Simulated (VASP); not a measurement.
A run of VASP 6.6.1 is set up as follows.

INCAR

```
SYSTEM = HfB2
PREC = Accurate ; ENCUT = 520
EDIFF = 1E-6 ; ISMEAR = 0
SIGMA = 0.05 ; LREAL = .False.
LASPH = .True. ; NELM = 80
ALGO = Normal ; ISIF = 2
LWAVE = .False. ; LCHARG = .False.
GGA = PE ; IVDW = 13
NBANDS = 15
```

Contents of KPOINTS:

```
Automatic mesh
0
Gamma
  8 8 8
  0 0 0
```

POSCAR

```
HfB2
1.0
    3.1492251774      0.0000000000      0.0000000000
   -1.5746125887      2.7273090059      0.0000000000
    0.0000000000      0.0000000000      3.4635033096
Hf B
1 2
Direct
    0.0000000000      0.0000000000      0.0000000000
    0.3333333333      0.6666666667      0.5000000000
    0.6666666667      0.3333333333      0.5000000000
```

Potentials or basis: VASP PAW PBE potentials, release 64 (Hf_pv, B).

Launch:

```sh
$ cat potpaw_PBE.64/Hf_pv/POTCAR potpaw_PBE.64/B/POTCAR > POTCAR
$ mpirun -np 1 vasp_std > vasp.out
```

Predict the band gap on the k mesh.

zero (band 8 reaches 8.17 eV, above the bottom of band 9 at 7.66 eV).

Estimate the pressure.

-5.2 GPa.

What does it give for the dispersion energy per atom?

-0.309 eV.

Stress tensor (GPa, compression positive):
```
-5.33  0.00  0.00
 0.00 -5.33  0.00
 0.00  0.00 -5.05
```

Caveat: spin-orbit coupling is left out, which moves the levels of the heavy elements; pairwise dispersion overbinds metals, which lowers pressure and volume.
